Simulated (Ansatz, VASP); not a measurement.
## One calculation of Rh, two programs

INCAR

```
PREC     = Accurate       # precision mode
ENCUT    = 520            # plane-wave cutoff, eV
EDIFF    = 1E-6           # SCF threshold, eV
ISMEAR   = 0              # smearing method
SIGMA    = 0.15           # smearing width, eV
LREAL    = False          # projectors in reciprocal space
LASPH    = True           # aspherical terms in the spheres
NELM     = 60             # most SCF steps
ALGO     = Fast           # electronic algorithm
ISIF     = 2              # what is computed and relaxed
LWAVE    = False          # write WAVECAR
LCHARG   = False          # write CHGCAR
GGA      = CA             # functional
NBANDS   = 14             # bands
```

Contents of KPOINTS:

```
regular mesh
0
Gamma
  24 24 24
```

Contents of POSCAR:

```
Rh
1.0
    0.0000000000      2.1345251593      1.5091092876
    2.1345251593      0.0000000000      1.5091092876
    2.1345251593      2.1345251593      0.0000000000
Rh
1
Direct
    0.0000000000      0.0000000000      0.0000000000
```

Input for Ansatz:

```yaml
crystal:
  lattice:
    - [0.0, 2.1345251593, 1.5091092876]
    - [2.1345251593, 0.0, 1.5091092876]
    - [2.1345251593, 2.1345251593, 0.0]
  atoms:
    - { symbol: Rh, position: [0.0, 0.0, 0.0] }
basis:
  ecutwfc: 420
kpoints:
  mp_grid: { grid: [24, 24, 24] }
hamiltonian:
  xc: lda
scf:
  occupations: { method: gaussian, width: 0.15 }
output:
  forces: true
  stress: true
  eigenvalues: true
```

Alike in both runs: task single point; functional LDA; k mesh 24 × 24 × 24; occupations gaussian, width 0.15 eV; no spin polarisation.

```csv
,VASP,Ansatz
version,VASP 6.6.1,Ansatz 0.2.0
potentials or method,"VASP PAW LDA potentials, release 64 (Rh_pv), cutoff 520 eV","scalar-relativistic, plane waves, PAW"
valence electrons in the cell,15,17
```

```tsv
	VASP	Ansatz	Ansatz less VASP
gap on the k mesh at the Fermi level (eV)	none	none	-
pressure (GPa)	-2.6	-3.2	-0.62
```

LDA's correlation is that of Perdew and Zunger in VASP and of Perdew and Wang (1992) in Ansatz. A gap of «none» marks a metal or a gap that the smearing closes. VASP's potentials hold 15 valence electrons a cell and Ansatz's 17, so a difference there can come from the potentials and not from the codes.
